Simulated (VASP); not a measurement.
Wanted: the native input for a VASP 6.6.1 run.

* Task: single point
* Functional: HSE06
* Potentials or basis: VASP PAW PBE potentials, release 64 (Si, C)
* Cutoff: 520 eV
* k mesh: 8 × 8 × 8
* Occupations: gaussian, width 0.01 eV
* Spin: no spin polarisation
* Dipole correction: no
* Grid for exact exchange (PRECFOCK): Normal
* Further INCAR settings: ALGO = Normal; EDIFF = 1e-07; NBANDS = 11
* Share of exact exchange: 0.25
* Screening parameter: 0.2079 1/Å

The system is SiC.

```
Si C
1.0
     0.01452    2.19257    2.19257
     2.19257    0.01452    2.19257
     2.19257    2.19257    0.01452
Si C
1 1
Direct
  0.00027 0.00027 0.00027
  0.24973 0.24973 0.24973
```

This cell differs from its parent crystal: strain along [111] +1.0%.

These files were run (other wordings do the same):

POSCAR

```
SiC
1.0
    0.0145203490      2.1925726939      2.1925726939
    2.1925726939      0.0145203490      2.1925726939
    2.1925726939      2.1925726939      0.0145203490
Si C
1 1
Direct
    0.0002702081      0.0002702081      0.0002702081
    0.2497297919      0.2497297919      0.2497297919
```

INCAR.step1

```
SYSTEM = SiC
  ALGO = Normal
  EDIFF = 1E-5
  ENCUT = 520
  GGA = PE
  ISIF = 2
  ISMEAR = 0
  LASPH = .True.
  LCHARG = .False.
  LREAL = .False.
  LWAVE = .True.
  NBANDS = 11
  NELM = 100
  PREC = Accurate
  SIGMA = 0.01
```

INCAR.step2

```
SYSTEM = SiC
  ALGO = Normal
  EDIFF = 1E-7
  ENCUT = 520
  GGA = PE
  HFSCREEN = 0.2079
  ISIF = 2
  ISMEAR = 0
  ISTART = 1
  LASPH = .True.
  LCHARG = .False.
  LHFCALC = .True.
  LREAL = .False.
  LWAVE = .False.
  NBANDS = 11
  NELM = 100
  PREC = Accurate
  PRECFOCK = Normal
  SIGMA = 0.01
```

KPOINTS

```
k-points
0
Gamma
  8 8 8
  0 0 0
```

Potentials or basis: VASP PAW PBE potentials, release 64 (Si, C).

The run is started by

```console
$ cat potpaw_PBE.64/Si/POTCAR potpaw_PBE.64/C/POTCAR > POTCAR
$ cp INCAR.step1 INCAR
$ mpirun -np 1 vasp_std > vasp.out
$ cp INCAR.step2 INCAR
$ mpirun -np 1 vasp_std > vasp.out
```

Results of the run:

- Pressure: -3.7 GPa
- Band gap on the k mesh: 2.20 eV (least direct gap 5.65 eV)

Caveat: the cell differs from its parent crystal (strain along [111] +1.0%); the cell stands under tension; the PAW data sets were made with another functional, which shifts forces and pressure a little.

Wall time 60 min on 1 thread of Oxide Virtual Turin-like Processor (shared host), peak memory 0.23 GiB.
